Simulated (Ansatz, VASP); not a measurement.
SiO2 in VASP and in Ansatz

```
CELL_PARAMETERS angstrom
-1.74489 1.74489 4.20308
1.74489 -1.74489 4.20308
1.74489 1.74489 -4.20308
ATOMIC_POSITIONS crystal
Si 0.75000 0.25000 0.50000
Si 0.00000 0.00000 0.00000
O 0.54095 0.04095 0.50000
O 0.79095 0.79095 0.00000
O 0.20905 0.20905 0.00000
O 0.95905 0.45905 0.50000
```

Alike in both runs: task single point; functional PBE; k mesh 10 × 10 × 10; occupations fermi-dirac, width 0.02 eV; no spin polarisation.

|  | VASP | Ansatz |
| --- | --- | --- |
| version | VASP 6.6.1 | Ansatz 0.2.0 |
| potentials or method | VASP PAW PBE potentials, release 64 (Si, O) | plane waves, PAW |
| plane-wave cutoff (eV) | 520 | 420 |
| valence electrons in the cell | 32 | 32 |

VASP gave:

- gap on the k mesh at the Fermi level (eV): 6.30
- pressure (GPa): 9.0
- traceless stress, the component that is largest in VASP (GPa): 0.81
- rms of the force components (eV/Å): 0.056

Q: Estimate Ansatz's values.

A: gap on the k mesh at the Fermi level (eV): 6.31; pressure (GPa): 8.8; traceless stress, the component that is largest in VASP (GPa): 0.38; rms of the force components (eV/Å): 0.054.

Atom by atom the forces differ by 0.003 eV/Å (rms over components). The functional is the same, so the differences come from potentials, cutoffs and numerics.
